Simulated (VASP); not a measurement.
# Li3Sb2Pt3 (R-3m) in VASP: single point with PBE

Aim: the single point of Li3Sb2Pt3 with PBE.

Everything below comes from runs of VASP 6.6.1. Logs are shortened: lines on timing, memory, paths and dates and some standing lists are left out, and cuts for length are marked.

## Step 1: The cell of the first run

It takes space group R-3m (No. 166, trigonal). Conventional cell: a = 9.316 Å, b = 9.316 Å, c = 12.262 Å, α = 90.00°, β = 90.00°, γ = 120.00°. Li (site symmetry 2/m) has 2 Sb at 2.72 Å and 2 Pt at 3.38 Å within 3.6 Å. Sb (site symmetry 3m) has 2 Pt at 2.45 to 2.47 Å and 3 Li at 2.72 Å within 3.2 Å. Within 3.4 Å of Pt (site symmetry -3m) lie 2 Sb at 2.47 Å and 6 Li at 3.38 Å. Within 3.2 Å of Pt (site symmetry 3m) lie 1 Pt at 2.42 Å and 1 Sb at 2.45 Å.

The cell was generated, and may not be a known phase.

## Step 2: Single point, PBE

INCAR

```
SYSTEM = Li3Sb2Pt3
PREC = Accurate ; ENCUT = 520
EDIFF = 1E-6 ; ISMEAR = 0
SIGMA = 0.1 ; LREAL = .False.
LASPH = .True. ; NELM = 100
ALGO = Fast ; ISIF = 2
LWAVE = .False. ; LCHARG = .False.
GGA = PE ; NBANDS = 34
```

KPOINTS

```
regular mesh
0
Gamma
  6 6 6
  0 0 0
```

POSCAR

```
Li3Sb2Pt3
1.0
    4.6580427275      2.6893222226      4.0873493102
   -4.6580427275      2.6893222226      4.0873493102
    0.0000000000     -5.3786444452      4.0873493102
Li Sb Pt
3 2 3
Direct
    0.5000000000      0.5000000000      0.0000000000
    0.0000000000      0.5000000000      0.5000000000
    0.5000000000      0.0000000000      0.5000000000
    0.7017330852      0.7017330852      0.7017330852
    0.2982669148      0.2982669148      0.2982669148
    0.5000000000      0.5000000000      0.5000000000
    0.0986821371      0.0986821371      0.0986821371
    0.9013178629      0.9013178629      0.9013178629
```

Potentials or basis: VASP PAW PBE potentials, release 64 (Li_sv, Sb, Pt).

On the command line:

```
$ cat potpaw_PBE.64/Li_sv/POTCAR potpaw_PBE.64/Sb/POTCAR potpaw_PBE.64/Pt/POTCAR > POTCAR
$ mpirun -np 1 vasp_std > vasp.out
```

OUTCAR:

```text
SYSTEM = Li3Sb2Pt3
   PREC = Accurate
   ENCUT = 520
   EDIFF = 1E-6
   ISMEAR = 0
   LREAL = .False.
   LASPH = .True.
   NELM = 100
   ISIF = 2
   GGA = PE

 ion  position               nearest neighbor table
   1  0.500  0.500  0.000-   4 2.72   5 2.72
   2  0.000  0.500  0.500-   4 2.72   5 2.72
   3  0.500  0.000  0.500-   4 2.72   5 2.72
   4  0.702  0.702  0.702-   8 2.45   6 2.47   1 2.72   2 2.72   3 2.72
   5  0.298  0.298  0.298-   7 2.45   6 2.47   1 2.72   2 2.72   3 2.72
   6  0.500  0.500  0.500-   4 2.47   5 2.47
   7  0.099  0.099  0.099-   8 2.42   5 2.45
   8  0.901  0.901  0.901-   7 2.42   4 2.45

  LATTYP: Found a trigonal (rhomboedric) cell.
 ALAT       =     6.7554600474
 COS(alpha) =     0.0491170247

  Lattice vectors:

 A1 = (   4.6580427275,   2.6893222226,   4.0873493102)
 A2 = (  -4.6580427275,   2.6893222226,   4.0873493102)
 A3 = (   0.0000000000,  -5.3786444452,   4.0873493102)

Analysis of symmetry for initial positions (statically):
=====================================================================
 Subroutine PRICEL returns:
 Original cell was already a primitive cell.

 Routine SETGRP: Setting up the symmetry group for a
 trigonal (rhombohedral) supercell.

 Subroutine GETGRP returns: Found 12 space group operations
 (whereof 12 operations were pure point group operations)
 out of a pool of 12 trial point group operations.

The static configuration has the point symmetry D_3d.

Analysis of symmetry for dynamics (positions and initial velocities):
=====================================================================
 Subroutine PRICEL returns:
 Original cell was already a primitive cell.

 Routine SETGRP: Setting up the symmetry group for a
 trigonal (rhombohedral) supercell.

 Subroutine GETGRP returns: Found 12 space group operations
 (whereof 12 operations were pure point group operations)
 out of a pool of 12 trial point group operations.

The dynamic configuration has the point symmetry D_3d.

 Subroutine INISYM returns: Found 12 space group operations
 (whereof 12 operations are pure point group operations),
 and found     1 'primitive' translations

----------------------------------------------------------------------------------------

[... 107 lines left out ...]
   NSW    =      0    number of steps for IOM
   IBRION =     -1    ionic relax: 0-MD 1-quasi-New 2-CG
   NFREE  =      0    steps in history (QN), initial steepest desc. (CG)
   ISIF   =      2    stress and relaxation
   ISYM   =      2    0-nonsym 1-usesym 2-fastsym
   POTIM  = 0.5000    time-step for ionic-motion
   TEBEG  =    0.0;   TEEND  =   0.0 temperature during run
   PSTRESS=    0.0 pullay stress
   NELECT =      49.0000    total number of electrons
   NUPDOWN=      -1.0000    fix difference up-down
   EMIN   =  10.00;   EMAX   =-10.00  energy-range for DOS
   EFERMI =   0.00;   METHOD = LEGACY
   ISMEAR =     0;   SIGMA  =   0.10  broadening in eV -4-tet -1-fermi 0-gaus
   EFERMI_NEDOS =   21; number of points for ismear=-14 and -15
   IALGO  =     68    algorithm
   IMIX   =      4    mixing-type and parameters
     AMIX     =   0.40;   BMIX     =  1.00
     AMIX_MAG =   1.60;   BMIX_MAG =  1.00
  volume/ion in A,a.u.               =      38.40       259.15
  Fermi-wavevector in a.u.,A,eV,Ry     =   0.887824  1.677745 10.724550  0.788232
  Thomas-Fermi vector in A             =   2.009173
   LORBIT       =      0    0 simple, 1 ext, 2 COOP (PROOUT), +10 PAW based schemes
   GGA     = PE    functional components
   LHFCALC =     F    Hartree Fock is set to
   AEXX    =    0.0000 exact exchange contribution
   IVDW    =     0    specifies the selected vdW correction
   LEPSILON=     F    determine dielectric tensor
   LRPA    =     F    only Hartree local field effects (RPA)
 non-spin polarized calculation
 RMM-DIIS sequential band-by-band and
 Gauss-broadening in eV      SIGMA  =   0.10
  energy-cutoff  :      520.00
  volume of cell :      307.21
 maximum number of plane-waves:      8349
   NGX = 25   NGY = 25   NGZ = 25

 number of electron      48.9999999 magnetization

 Free energy of the ion-electron system (eV)
  ---------------------------------------------------
  ext. energy  EPLUGINS =         0.00000000
  ---------------------------------------------------
  free energy    TOTEN  =       -28.32570353 eV

  energy without entropy =      -28.30668210  energy(sigma->0) =      -28.31619282

 E-fermi :   0.5263     XC(G=0):  -6.7709

 val. band max:        0.4925178221   @ k =   0.5000   0.5000   0.5000
 cond. band min:       0.5433800279   @ k =   0.3333   0.1667   0.0000
 fundamental gap:      0.0508622058
 Fermi energy:         0.5263258726

 k-point     1 :       0.0000    0.0000    0.0000
  band No.  band energies     occupation
      1     -46.4236      2.00000
      2     -46.4235      2.00000
      3     -46.4235      2.00000
      4      -9.0669      2.00000
      5      -8.3949      2.00000
      6      -5.0669      2.00000
[... 877 lines left out ...]
     33       5.0890      0.00000
     34       5.3880      0.00000

 [... further k-points ...]

------------------------ aborting loop because EDIFF is reached ----------------------------------------

  FORCE on cell =-STRESS in cart. coord.  units (eV):
  Direction    XX          YY          ZZ          XY          YZ          ZX
  --------------------------------------------------------------------------------------
  -------------------------------------------------------------------------------------
  Total       -0.0050640     -0.0050640     -0.5404530      0.0000000      0.0000000      0.0000000
  in kB       -0.0264100     -0.0264100     -2.8185727      0.0000000      0.0000000      0.0000000
  external PRESSURE =      -0.9571309 kB  Pullay stress =       0.0000000 kB

 VOLUME and BASIS-vectors are now :
 -----------------------------------------------------------------------------
  energy-cutoff  :      520.00
  volume of cell :      307.21
      direct lattice vectors                 reciprocal lattice vectors
     4.658042727  2.689322223  4.087349310     0.107341222  0.061973484  0.081552446
    -4.658042727  2.689322223  4.087349310    -0.107341222  0.061973484  0.081552446
     0.000000000 -5.378644445  4.087349310     0.000000000 -0.123946967  0.081552446

 POSITION                                       TOTAL-FORCE (eV/Angst)
 -----------------------------------------------------------------------------------
      0.00000      2.68932      4.08735         0.000000      0.000000      0.000000
     -2.32902     -1.34466      4.08735        -0.000000      0.000000      0.000000
      2.32902     -1.34466      4.08735        -0.000000      0.000000      0.000000
      0.00000      0.00000      8.60468         0.000000      0.000000      0.004306
      0.00000      0.00000      3.65736         0.000000     -0.000000     -0.004306
      0.00000      0.00000      6.13102         0.000000      0.000000      0.000000
      0.00000      0.00000      1.21005         0.000000     -0.000000      0.012066
      0.00000      0.00000     11.05200         0.000000      0.000000     -0.012066
 -----------------------------------------------------------------------------------
    total drift:                                0.000000      0.000000      0.000000

  FREE ENERGIE OF THE ION-ELECTRON SYSTEM (eV)
  ---------------------------------------------------
  free  energy   TOTEN  =       -28.3257035300 eV

  energy  without entropy=      -28.3066821020  energy(sigma->0) =      -28.31619282
```

OSZICAR:

```text
N       E                     dE             d eps       ncg     rms          rms(c)
DAV:   1     0.277961540845E+03    0.27796E+03   -0.18280E+04  2176   0.122E+03
DAV:   2     0.444241029157E+01   -0.27352E+03   -0.25088E+03  2620   0.247E+02
DAV:   3    -0.251742467024E+02   -0.29617E+02   -0.27919E+02  3166   0.676E+01
[... 16 lines left out ...]
RMM:  20    -0.283256959389E+02   -0.47438E-05   -0.49282E-05  3249   0.264E-02    0.131E-03
RMM:  21    -0.283256990741E+02   -0.31352E-05   -0.27561E-05  2736   0.214E-02    0.844E-04
RMM:  22    -0.283257011219E+02   -0.20477E-05   -0.17114E-05  2492   0.188E-02    0.955E-04
RMM:  23    -0.283257027799E+02   -0.16580E-05   -0.11939E-05  2473   0.174E-02    0.202E-03
RMM:  24    -0.283257035300E+02   -0.75006E-06   -0.78021E-06  2370   0.161E-02
   1 F= -.28325704E+02 E0= -.28316193E+02  d E =-.190214E-01
```

Wall time 7.8 min (1 thread of AMD EPYC 7R13 (Zen 3), shared host); peak memory 0.51 GiB.

Results:

```
Free energy            : -28.3257 eV
Largest force          : 0.012 eV/Å
Band gap on the k mesh : zero (an odd number of electrons rules out a gap without spin polarisation)
```

Forces on the atoms (eV/Å):
```
Li   0.000  0.000  0.000
Li   0.000  0.000  0.000
Li   0.000  0.000  0.000
Sb   0.000  0.000  0.004
Sb   0.000  0.000 -0.004
Pt   0.000  0.000  0.000
Pt   0.000  0.000  0.012
Pt   0.000  0.000 -0.012
```

Caveat: the cutoff is under 1.25 times the usual one of these potentials, so pressure, stress and relaxed cells hold a basis-set (Pulay) error; spin-orbit coupling is left out, which moves the levels of the heavy elements.

The gap in the log of VASP goes by the Fermi energy; the results here count the filled bands.